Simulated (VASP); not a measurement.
KBr:

```
K Br
1.0
     0.00000    3.30225    3.30225
     3.30225    0.00000    3.30225
     3.30225    3.30225    0.00000
K Br
1 1
Cartesian
  0.0000 0.0000 0.0000
  3.3022 3.3022 3.3022
```

Program: VASP 6.6.1. Alike in all runs: task single point; no spin polarisation; cell as given; k mesh 4 × 4 × 4; cutoff (eV) 520.

Question: Order these runs on this cell by their band gap on the k mesh, lowest first.
A. level PBE-based screened hybrid with 15 % exact exchange; potentials or basis VASP PAW PBE potentials, release 64 (K_sv, Br); smearing gaussian 0.01 eV; grid for exact exchange (PRECFOCK) Normal; share of exact exchange 0.15; screening parameter 0.2078 1/Å
B. level PBE-based screened hybrid with 40 % exact exchange; potentials or basis VASP PAW PBE potentials, release 64 (K_sv, Br); smearing gaussian 0.01 eV; grid for exact exchange (PRECFOCK) Normal; share of exact exchange 0.4; screening parameter 0.1 1/Å
C. level LDA; potentials or basis VASP PAW LDA potentials, release 64 (K_sv, Br); smearing gaussian 0.01 eV
D. level HSE06; potentials or basis VASP PAW PBE potentials, release 64 (K_sv, Br); smearing gaussian 0.01 eV; grid for exact exchange (PRECFOCK) Normal; share of exact exchange 0.25; screening parameter 0.2079 1/Å
E. level PBE; potentials or basis VASP PAW PBE potentials, release 64 (K_sv, Br); smearing methfessel-paxton 0.5 eV

Answer: C (4.03 eV), E (4.44 eV), A (5.12 eV), D (5.59 eV), B (6.87 eV).
